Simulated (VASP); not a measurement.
A run of VASP 6.6.1 is set up as follows.

The input INCAR:

```
SYSTEM = Cr
PREC = Accurate
ENCUT = 520
EDIFF = 1E-6
ISMEAR = -1
SIGMA = 0.08
LREAL = .FALSE.
LASPH = .TRUE.
NELM = 100
ALGO = Normal
ISIF = 2
LWAVE = .FALSE.
LCHARG = .FALSE.
GGA = PE
NBANDS = 12
```

KPOINTS

```
regular mesh
0
G
  21 21 21
  0 0 0
```

File POSCAR:

```
Cr
1.0
   -1.4242443870      1.4242443870      1.4242443870
    1.4242443870     -1.4242443870      1.4242443870
    1.4242443870      1.4242443870     -1.4242443870
Cr
1
Direct
    0.0000000000      0.0000000000      0.0000000000
```

Potentials or basis: VASP PAW PBE potentials, release 64 (Cr_pv).

Run with:

```console
$ cat potpaw_PBE.64/Cr_pv/POTCAR > POTCAR
$ mpirun -np 1 vasp_std > vasp.out
```

(1) What does it give for the pressure?

(2) Estimate the band gap on the k mesh.

Results:

(1) -0.5 GPa.

(2) zero (band 6 reaches 13.34 eV, above the bottom of band 7 at 10.05 eV).

Caveat: the run has no spin polarisation, though such a crystal can be magnetic.
